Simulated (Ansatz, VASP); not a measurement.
# One calculation of InGa3P4, two programs

```
In Ga P
1.0
     3.96537    0.00000    0.00000
     0.00000    3.96537    0.00000
     0.00000    0.00000   11.28802
In Ga P
1 3 4
Direct
  0.50000 0.50000 0.00000
  0.00000 0.00000 0.74024
  0.00000 0.00000 0.25976
  0.50000 0.50000 0.50000
  0.50000 0.00000 0.85914
  0.00000 0.50000 0.14086
  0.50000 0.00000 0.37995
  0.00000 0.50000 0.62005
```

Alike in both runs: functional PBE; k mesh 8 × 8 × 4; occupations gaussian, width 0.02 eV; no spin polarisation.

Ansatz relaxed the structure, and its values are those at the end. VASP's run is a single point on that final structure, the one shown.

|  | VASP | Ansatz |
| --- | --- | --- |
| version | VASP 6.6.1 | Ansatz 0.2.0 |
| potentials or method | VASP PAW PBE potentials, release 64 (In_d, Ga_d, P), cutoff 520 eV | scalar-relativistic, plane waves, PAW |
| valence electrons in the cell | 72 | 72 |

```csv
,VASP,Ansatz,Ansatz less VASP
gap on the k mesh at the Fermi level (eV),1.11,1.11,+0.003
least direct gap on the mesh (eV),1.11,1.11,+0.003
pressure (GPa),0.0,0.0,0.00
```
